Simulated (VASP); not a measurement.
A run of VASP 6.6.1 is set up as follows.

Contents of INCAR:

```
PREC = Accurate
ENCUT = 750
EDIFF = 1E-6
ISMEAR = 0
SIGMA = 0.05
LREAL = False
LASPH = True
NELM = 120
ALGO = Normal
ISIF = 2
LWAVE = False
LCHARG = True
GGA = PE
LELF = True
LVHAR = True
NBANDS = 10
GGA_COMPAT = False
```

Contents of KPOINTS:

```
Automatic mesh
0
Gamma
  8 8 8
```

File POSCAR:

```
LiBe
1.0
    2.8111530000      0.0000000000      0.0000000000
    0.0000000000      2.8111530000      0.0000000000
    0.0000000000      0.0000000000      2.8111530000
Be Li
1 1
Direct
    0.5000000000      0.5000000000      0.5000000000
    0.0000000000      0.0000000000      0.0000000000
```

Potentials or basis: VASP PAW PBE potentials, release 64 (Be, Li_sv).

Launch:

```console
$ cat potpaw_PBE.64/Be/POTCAR potpaw_PBE.64/Li_sv/POTCAR > POTCAR
$ mpirun -np 1 vasp_std > vasp.out
```

Problem. Estimate the pressure.

Solution. 0.2 GPa.

Problem. Predict the band gap on the k mesh.

Solution. Zero (an odd number of electrons rules out a gap without spin polarisation).
